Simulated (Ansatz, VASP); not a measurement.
CuO in VASP and in Ansatz

```
O Cu
1.0
     2.34150   -1.71015    0.00000
     2.34150    1.71015    0.00000
    -0.86404    0.00000    5.05113
O Cu
2 2
Direct
  0.58300 0.41700 0.25000
  0.41700 0.58300 0.75000
  0.00000 0.50000 0.00000
  0.50000 0.00000 0.50000
```

Alike in both runs: task single point; functional PBE; k mesh 7 × 7 × 4; occupations fermi-dirac, width 0.1 eV; collinear spin; Hubbard terms Cu d U = 4.0 eV.

|  | VASP | Ansatz |
| --- | --- | --- |
| version | VASP 6.6.1 | Ansatz 0.2.0 |
| potentials or method | VASP PAW PBE potentials, release 64 (O, Cu_sv_GW), cutoff 700 eV | PAW, plane waves, scalar-relativistic |
| valence electrons in the cell | 50 | 50 |

|  | VASP | Ansatz | Ansatz less VASP |
| --- | --- | --- | --- |
| pressure (GPa) | 3.6 | 7.9 | +4.24 |
| traceless stress, the component that is largest in VASP (GPa) | 0.67 | 0.69 | +0.022 |
| rms of the force components (eV/Å) | 0.008 | 0.019 | +0.0105 |
| net moment per atom (μB) | 0.00 | 0.00 | 0.000 |
| size of the moment on the site where the two differ most (μB) | 0.62 | 0.53 | -0.091 |

Site moments also hang on the region over which each program counts them. The programs project onto different local orbitals, so the same U acts differently, and such runs can settle in different states. Atom by atom the forces differ by 0.010 eV/Å (rms over components). Ansatz's warnings: specified occupation not kept.
